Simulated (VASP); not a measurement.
CsI: relaxation of the atoms with PBE

The system is CsI.

```
Cs I
1.0
     4.56670    0.00000    0.00000
     0.00000    4.56670    0.00000
     0.00000    0.00000    4.56670
Cs I
1 1
Direct
  0.00000 0.00000 0.00000
  0.50000 0.50000 0.50000
```

```json
{
 "Program": "VASP 6.6.1",
 "Task": "relaxation of the atoms",
 "Functional": "PBE",
 "Potentials or basis": "VASP PAW PBE potentials, release 64 (Cs_sv, I)",
 "Cutoff": "450 eV",
 "k mesh": "6 × 6 × 6",
 "Occupations": "fermi-dirac, width 0.02 eV",
 "Spin": "no spin polarisation",
 "Dipole correction": "no",
 "Further INCAR settings": "ALGO = Normal; EDIFF = 1e-07; IBRION = 2; EDIFFG = -0.02; NSW = 80"
}
```

| Property | Result |
| --- | --- |
| Pressure after relaxing | 0.8 GPa |
| Band gap on the k mesh | 3.88 eV (least direct gap 3.96 eV) |

Final structure:
```xyz
2
Lattice="4.5667 0.0000 0.0000 0.0000 4.5667 0.0000 0.0000 0.0000 4.5667" Properties=species:S:1:pos:R:3 pbc="T T T"
Cs    0.0000    0.0000    0.0000
I     2.2833    2.2833    2.2833
```

Levels at points of the mesh, in eV from the valence-band top:
| k point | band 6 | band 7 | band 8 | band 9 | band 10 | band 11 |
| --- | --- | --- | --- | --- | --- | --- |
| (0.00, 0.00, 0.00) | -0.09 | -0.09 | -0.09 | 3.88 | 4.18 | 4.18 |
| (0.50, 0.00, 0.00) | -1.56 | -0.24 | -0.24 | 5.20 | 6.49 | 6.73 |
| (0.50, 0.50, 0.00) | -0.86 | -0.86 | 0.00 | 4.24 | 4.92 | 6.10 |
| (0.50, 0.50, 0.50) | -1.31 | -1.31 | -1.31 | 7.17 | 7.17 | 7.17 |

It took 20 s on 1 thread of Intel(R) Xeon(R) Platinum 8488C (Sapphire Rapids), with other jobs on the host, peak memory 0.17 GiB.

Caveat: the relaxation stopped at its first step, so nothing moved; spin-orbit coupling is left out, which moves the levels of the heavy elements. A k mesh can miss the band edges.
